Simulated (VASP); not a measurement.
Wanted: the native input for a VASP 6.6.1 run.

* Task: single point
* Functional: PBEsol
* Potentials or basis: VASP PAW PBE potentials, release 64 (Zn, Au)
* Cutoff: 520 eV
* k mesh: 14 × 14 × 14
* Occupations: gaussian, width 0.1 eV
* Spin: no spin polarisation
* Dipole correction: no
* Further INCAR settings: ALGO = Normal; EDIFF = 1e-06; NBANDS = 18

The structure of ZnAu lies in POSCAR:

```
ZnAu
1.0
    3.1591628019      0.0000000000      0.0000000000
    0.0000000000      3.1591628019      0.0000000000
    0.0000000000      0.0000000000      3.1591628019
Zn Au
1 1
Direct
    0.5000000000      0.5000000000      0.5000000000
    0.0000000000      0.0000000000      0.0000000000
```

The input as run:

INCAR

```
SYSTEM = ZnAu
PREC = Accurate ; ENCUT = 520
EDIFF = 1E-6 ; ISMEAR = 0
SIGMA = 0.1 ; LREAL = .FALSE.
LASPH = .TRUE. ; NELM = 100
ALGO = Normal ; ISIF = 2
LWAVE = .FALSE. ; LCHARG = .FALSE.
GGA = PS ; NBANDS = 18
```

KPOINTS

```
Automatic mesh
0
G
  14 14 14
  0 0 0
```

Potentials or basis: VASP PAW PBE potentials, release 64 (Zn, Au).

Run with:

```console
$ cat potpaw_PBE.64/Zn/POTCAR potpaw_PBE.64/Au/POTCAR > POTCAR
$ mpirun -np 1 vasp_std > vasp.out
```

It gave:

The pressure is -3.8 GPa and the band gap on the k mesh is zero (an odd number of electrons rules out a gap without spin polarisation).

Caveat: the cell stands under tension; the PAW data sets were made with another functional, which shifts forces and pressure a little; spin-orbit coupling is left out, which moves the levels of the heavy elements.

Run time: 17 s on 1 thread of Intel(R) Xeon(R) Platinum 8488C (Sapphire Rapids) (shared host), peak memory 0.19 GiB.
